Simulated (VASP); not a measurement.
# Rh (P6_3/mmc) in VASP: single point with PBEsol

Aim: the single point of Rh with PBEsol.

Everything below comes from runs of VASP 6.6.1. Logs are shortened: lines on timing, memory, paths and dates and some standing lists are left out, and cuts for length are marked.

## 1. The cell of the first run

The structure is hexagonal, space group P6_3/mmc (No. 194). Conventional cell: a = 2.689 Å, b = 2.689 Å, c = 4.329 Å, α = 90.00°, β = 90.00°, γ = 120.00°. Within 3.5 Å of Rh (site symmetry -6m2) lie 12 Rh at 2.66 to 2.69 Å.

## 2. Single point, PBEsol

Contents of INCAR:

```
SYSTEM = Rh
PREC = Accurate
ENCUT = 500
EDIFF = 1E-6
ISMEAR = 0
SIGMA = 0.1
LREAL = .False.
LASPH = .True.
NELM = 120
ALGO = Normal
ISIF = 2
LWAVE = .False.
LCHARG = .False.
GGA = PS
NBANDS = 22
GGA_COMPAT = .False.
```

Contents of KPOINTS:

```
Automatic mesh
0
Gamma
  6 6 4
  0 0 0
```

Contents of POSCAR:

```
Rh
1.0
    2.6888402878      0.0000000000      0.0000000000
   -1.3444201439      2.3286039960      0.0000000000
    0.0000000000      0.0000000000      4.3292339959
Rh
2
Direct
    0.3333333333      0.6666666667      0.2500000000
    0.6666666667      0.3333333333      0.7500000000
```

Potentials or basis: VASP PAW PBE potentials, release 64 (Rh_pv).

Started as:

```console
> cat potpaw_PBE.64/Rh_pv/POTCAR > POTCAR
> mpirun -np 1 vasp_std > vasp.out
```

OUTCAR:

```text
SYSTEM = Rh
   PREC = Accurate
   ENCUT = 500
   EDIFF = 1E-6
   ISMEAR = 0
   LREAL = .False.
   LASPH = .True.
   NELM = 120
   ISIF = 2
   GGA = PS

 ion  position               nearest neighbor table
   1  0.333  0.667  0.250-   2 2.66   2 2.66   2 2.66   2 2.66   2 2.66   2 2.66
   2  0.667  0.333  0.750-   1 2.66   1 2.66   1 2.66   1 2.66   1 2.66   1 2.66

  LATTYP: Found a hexagonal cell.
 ALAT       =     2.6888402878
 C/A-ratio  =     1.6100748027

  Lattice vectors:

 A1 = (   2.6888402878,   0.0000000000,   0.0000000000)
 A2 = (  -1.3444201439,   2.3286039960,   0.0000000000)
 A3 = (   0.0000000000,   0.0000000000,   4.3292339959)

Analysis of symmetry for initial positions (statically):
=====================================================================
 Subroutine PRICEL returns:
 Original cell was already a primitive cell.

 Routine SETGRP: Setting up the symmetry group for a
 hexagonal supercell.

 Subroutine GETGRP returns: Found 24 space group operations
 (whereof 12 operations were pure point group operations)
 out of a pool of 24 trial point group operations.

The static configuration has the point symmetry D_3d.
 The point group associated with its full space group is D_6h.

Analysis of symmetry for dynamics (positions and initial velocities):
=====================================================================
 Subroutine PRICEL returns:
 Original cell was already a primitive cell.

 Routine SETGRP: Setting up the symmetry group for a
 hexagonal supercell.

 Subroutine GETGRP returns: Found 24 space group operations
 (whereof 12 operations were pure point group operations)
 out of a pool of 24 trial point group operations.

The dynamic configuration has the point symmetry D_3d.
 The point group associated with its full space group is D_6h.

 Subroutine INISYM returns: Found 24 space group operations
 (whereof 12 operations are pure point group operations),
 and found     1 'primitive' translations

----------------------------------------------------------------------------------------

                                     Primitive cell

  volume of cell :      27.1064

  direct lattice vectors                    reciprocal lattice vectors
     2.688840288  0.000000000  0.000000000     0.371907549  0.214720923  0.000000000
    -1.344420144  2.328603996  0.000000000     0.000000000  0.429441847  0.000000000
     0.000000000  0.000000000  4.329233996     0.000000000  0.000000000  0.230987745
[... 77 lines left out ...]
   LASPH  =      T    aspherical Exc in radial PAW
   ENCUT  =  500.0 eV  36.75 Ry    6.06 a.u.   4.90  4.90  7.89*2*pi/ulx,y,z
   NELM   =    120;   NELMIN=  2; NELMDL= -5     # of ELM steps
   EDIFF  = 0.1E-05   stopping-criterion for ELM
   LREAL  =      F    real-space projection
   EDIFFG = 0.1E-04   stopping-criterion for IOM
   NSW    =      0    number of steps for IOM
   IBRION =     -1    ionic relax: 0-MD 1-quasi-New 2-CG
   NFREE  =      0    steps in history (QN), initial steepest desc. (CG)
   ISIF   =      2    stress and relaxation
   ISYM   =      2    0-nonsym 1-usesym 2-fastsym
   POTIM  = 0.5000    time-step for ionic-motion
   TEBEG  =    0.0;   TEEND  =   0.0 temperature during run
   PSTRESS=    0.0 pullay stress
   NELECT =      30.0000    total number of electrons
   NUPDOWN=      -1.0000    fix difference up-down
   EMIN   =  10.00;   EMAX   =-10.00  energy-range for DOS
   EFERMI =   0.00;   METHOD = LEGACY
   ISMEAR =     0;   SIGMA  =   0.10  broadening in eV -4-tet -1-fermi 0-gaus
   EFERMI_NEDOS =   21; number of points for ismear=-14 and -15
   IALGO  =     38    algorithm
   IMIX   =      4    mixing-type and parameters
     AMIX     =   0.40;   BMIX     =  1.00
     AMIX_MAG =   1.60;   BMIX_MAG =  1.00
  volume/ion in A,a.u.               =      13.55        91.46
  Fermi-wavevector in a.u.,A,eV,Ry     =   1.693394  3.200051 39.015838  2.867583
  Thomas-Fermi vector in A             =   2.774808
   LORBIT       =      0    0 simple, 1 ext, 2 COOP (PROOUT), +10 PAW based schemes
   GGA     = PS    functional components
   LHFCALC =     F    Hartree Fock is set to
   AEXX    =    0.0000 exact exchange contribution
   IVDW    =     0    specifies the selected vdW correction
   LEPSILON=     F    determine dielectric tensor
   LRPA    =     F    only Hartree local field effects (RPA)
 non-spin polarized calculation
 Gauss-broadening in eV      SIGMA  =   0.10
  energy-cutoff  :      500.00
  volume of cell :       27.11
 maximum number of plane-waves:       705
 NGX is ok and might be reduce to    20
   NGX =  9   NGY =  9   NGZ = 15

 number of electron      30.0000003 magnetization

 Free energy of the ion-electron system (eV)
  ---------------------------------------------------
  ext. energy  EPLUGINS =         0.00000000
  ---------------------------------------------------
  free energy    TOTEN  =       -16.17693298 eV

  energy without entropy =      -16.16419726  energy(sigma->0) =      -16.17056512

 E-fermi :  11.9995     XC(G=0): -14.3092

 val. band max:       11.9761174264   @ k =   0.1667   0.1667   0.0000
 cond. band min:      12.0340186561   @ k =   0.3333   0.0000   0.5000
 fundamental gap:      0.0579012297
 Fermi energy:        11.9995010068

 k-point     1 :       0.0000    0.0000    0.0000
  band No.  band energies     occupation
      1     -35.1555      2.00000
      2     -34.4202      2.00000
      3     -34.4202      2.00000
      4     -34.3544      2.00000
      5     -34.3043      2.00000
      6     -34.3043      2.00000
[... 514 lines left out ...]
     21      22.5661      0.00000
     22      22.5661      0.00000

------------------------ aborting loop because EDIFF is reached ----------------------------------------

  FORCE on cell =-STRESS in cart. coord.  units (eV):
  Direction    XX          YY          ZZ          XY          YZ          ZX
  --------------------------------------------------------------------------------------
  -------------------------------------------------------------------------------------
  Total        0.1934494      0.1934494     -0.3764345      0.0000000      0.0000000      0.0000000
  in kB       11.4342150     11.4342150    -22.2499122      0.0000000      0.0000000      0.0000000
  external PRESSURE =       0.2061726 kB  Pullay stress =       0.0000000 kB

 VOLUME and BASIS-vectors are now :
 -----------------------------------------------------------------------------
  energy-cutoff  :      500.00
  volume of cell :       27.11
      direct lattice vectors                 reciprocal lattice vectors
     2.688840288  0.000000000  0.000000000     0.371907549  0.214720923  0.000000000
    -1.344420144  2.328603996  0.000000000     0.000000000  0.429441847  0.000000000
     0.000000000  0.000000000  4.329233996     0.000000000  0.000000000  0.230987745

 POSITION                                       TOTAL-FORCE (eV/Angst)
 -----------------------------------------------------------------------------------
     -0.00000      1.55240      1.08231         0.000000      0.000000      0.000000
      1.34442      0.77620      3.24693        -0.000000      0.000000      0.000000
 -----------------------------------------------------------------------------------
    total drift:                               -0.000000      0.000000     -0.000000

  FREE ENERGIE OF THE ION-ELECTRON SYSTEM (eV)
  ---------------------------------------------------
  free  energy   TOTEN  =       -16.1769329762 eV

  energy  without entropy=      -16.1641972636  energy(sigma->0) =      -16.17056512
```

OSZICAR:

```text
N       E                     dE             d eps       ncg     rms          rms(c)
DAV:   1     0.317021261916E+03    0.31702E+03   -0.18666E+04   932   0.154E+03
DAV:   2    -0.105554099002E+02   -0.32758E+03   -0.31593E+03   972   0.467E+02
DAV:   3    -0.173770798388E+02   -0.68217E+01   -0.67775E+01  1074   0.755E+01
DAV:   4    -0.174233956968E+02   -0.46316E-01   -0.46312E-01  1044   0.626E+00
DAV:   5    -0.174241392889E+02   -0.74359E-03   -0.74359E-03  1050   0.823E-01    0.163E+01
DAV:   6    -0.162280995744E+02    0.11960E+01   -0.27337E+00  1002   0.177E+01    0.522E+00
DAV:   7    -0.161857996818E+02    0.42300E-01   -0.57566E-02  1038   0.215E+00    0.232E+00
DAV:   8    -0.161775044047E+02    0.82953E-02   -0.98656E-03   996   0.115E+00    0.445E-01
DAV:   9    -0.161769207767E+02    0.58363E-03   -0.42303E-04  1056   0.249E-01    0.503E-02
DAV:  10    -0.161769323913E+02   -0.11615E-04   -0.87564E-06  1082   0.292E-02    0.110E-02
DAV:  11    -0.161769329762E+02   -0.58499E-06   -0.11379E-06   644   0.117E-02
   1 F= -.16176933E+02 E0= -.16170565E+02  d E =-.127357E-01
```

It took 17 s on 1 thread of AMD EPYC 7R13, shared host; peak memory 0.11 GiB.

What came out:

```yaml
Free_energy: -16.1769 eV
Pressure: 0.0 GPa
Band_gap_on_the_k_mesh: zero (band 15 reaches 12.77 eV, above the bottom of band 16 at 10.27 eV)
```

Caveat: the k points lie up to 0.45 Å⁻¹ apart; the PAW data sets were made with another functional, which shifts forces and pressure a little.
